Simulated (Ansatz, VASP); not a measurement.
HfC: VASP beside Ansatz

Contents of INCAR:

```
SYSTEM = HfC
ALGO = Normal ; EDIFF = 1E-8
ENCUT = 520 ; GGA = PE
ISIF = 2 ; ISMEAR = -1
LASPH = .TRUE. ; LCHARG = .FALSE.
LEFG = .TRUE. ; LREAL = .FALSE.
LWAVE = .FALSE. ; NBANDS = 14
NELM = 60 ; PREC = Accurate
SIGMA = 0.05
```

File KPOINTS:

```
k-points
0
G
  16 16 16
  0 0 0
```

Contents of POSCAR:

```
HfC
1.0
    0.0000000000      2.3257286588      2.3257286588
    2.3257286588      0.0000000000      2.3257286588
    2.3257286588      2.3257286588      0.0000000000
Hf C
1 1
Direct
    0.0000000000      0.0000000000      0.0000000000
    0.5000000000      0.5000000000      0.5000000000
```

Input for Ansatz:

```yaml
crystal:
  lattice:
    - [0.0, 2.3257286588, 2.3257286588]
    - [2.3257286588, 0.0, 2.3257286588]
    - [2.3257286588, 2.3257286588, 0.0]
  atoms:
    - { symbol: Hf, position: [0.0, 0.0, 0.0] }
    - { symbol: C, position: [0.5, 0.5, 0.5] }
kpoints:
  mp_grid: { grid: [16, 16, 16] }
  band_path:
    path:
      - [0.0, 0.0, 0.0]
      - [0.5, 0.0, 0.5]
      - [0.625, 0.25, 0.625]
      - [0.375, 0.375, 0.75]
      - [0.0, 0.0, 0.0]
      - [0.5, 0.5, 0.5]
      - [0.5, 0.25, 0.75]
      - [0.5, 0.0, 0.5]
    npoints: 8
scf:
  occupations: { method: fermi_dirac, width: 0.05 }
hamiltonian:
  xc: pbe
  pseudopotentials: { kind: all_electron, datasets: crystal }
output:
  forces: true
  stress: true
  eigenvalues: true
  efg: { contact_densities: true }
```

Alike in both runs: task electric field gradients; functional PBE; k mesh 16 × 16 × 16; occupations fermi-dirac, width 0.05 eV; no spin polarisation.

```csv
,VASP,Ansatz
version,VASP 6.6.1,Ansatz 0.2.0
potentials or method,"VASP PAW PBE potentials, release 64 (Hf_pv, C), cutoff 520 eV","all-electron PAW with datasets made for the crystal, scalar-relativistic"
```

|  | VASP | Ansatz | Ansatz less VASP |
| --- | --- | --- | --- |
| pressure (GPa) | -0.7 | 0.1 | +0.71 |

Ansatz ran all-electron here, and VASP with PAW potentials.

Neither program's run includes spin-orbit coupling.
